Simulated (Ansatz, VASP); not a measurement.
## Two plane-wave programs on Pb

Contents of INCAR:

```
SYSTEM = Pb
ALGO = Fast ; EDIFF = 1E-7
ENCUT = 520 ; GGA = CA
ISIF = 2 ; ISMEAR = -1
LASPH = .TRUE. ; LCHARG = .TRUE.
LELF = .TRUE. ; LREAL = .FALSE.
LVHAR = .TRUE. ; LWAVE = .FALSE.
NBANDS = 21 ; NELM = 60
PREC = Accurate ; SIGMA = 0.05
```

File KPOINTS:

```
k-points
0
G
  9 9 5
  0 0 0
```

File POSCAR:

```
Pb
1.0
    3.0785930676     -1.7733531272      0.0000000000
    3.0785930676      1.7733531272      0.0000000000
   -2.1433008646      0.0000000000      6.1754343928
Pb
2
Direct
    0.9085084100      0.9085084100      0.7262922000
    0.0914915900      0.0914915900      0.2737078000
```

input.yaml

```yaml
crystal:
  lattice:
    - [3.0785930676, -1.7733531272, 0.0]
    - [3.0785930676, 1.7733531272, 0.0]
    - [-2.1433008646, 0.0, 6.1754343928]
  atoms:
    - { symbol: Pb, position: [0.90850841, 0.90850841, 0.7262922] }
    - { symbol: Pb, position: [0.09149159, 0.09149159, 0.2737078] }
hamiltonian:
  xc: lda
  pseudopotentials: { kind: paw }
kpoints:
  mp_grid: { grid: [9, 9, 5] }
scf:
  occupations: { method: fermi_dirac, width: 0.05 }
output:
  forces: true
  stress: true
  eigenvalues: true
  write_density: true
  write_potential: true
  elf: true
  volumetric_format: npy
```

Alike in both runs: task single point; functional LDA; k mesh 9 × 9 × 5; occupations fermi-dirac, width 0.05 eV; no spin polarisation.

```csv
,VASP,Ansatz
version,VASP 6.6.1,Ansatz 0.2.0
potentials or method,"VASP PAW LDA potentials, release 64 (Pb_d)",Ansatz PAW
plane-wave cutoff (eV),520,420
valence electrons in the cell,28,28
```

```tsv
	VASP	Ansatz	Ansatz less VASP
gap on the k mesh at the Fermi level (eV)	none	none	-
pressure (GPa)	-4.4	-4.4	-0.02
traceless stress, the component that is largest in VASP (GPa)	-0.13	-0.13	-0.003
rms of the force components (eV/Å)	0.134	0.137	+0.0028
```

LDA's correlation is that of Perdew and Zunger in VASP and of Perdew and Wang (1992) in Ansatz. Atom by atom the forces differ by 0.003 eV/Å (rms over components). A gap of «none» marks a metal or a gap that the smearing closes.

Neither program's run includes spin-orbit coupling.
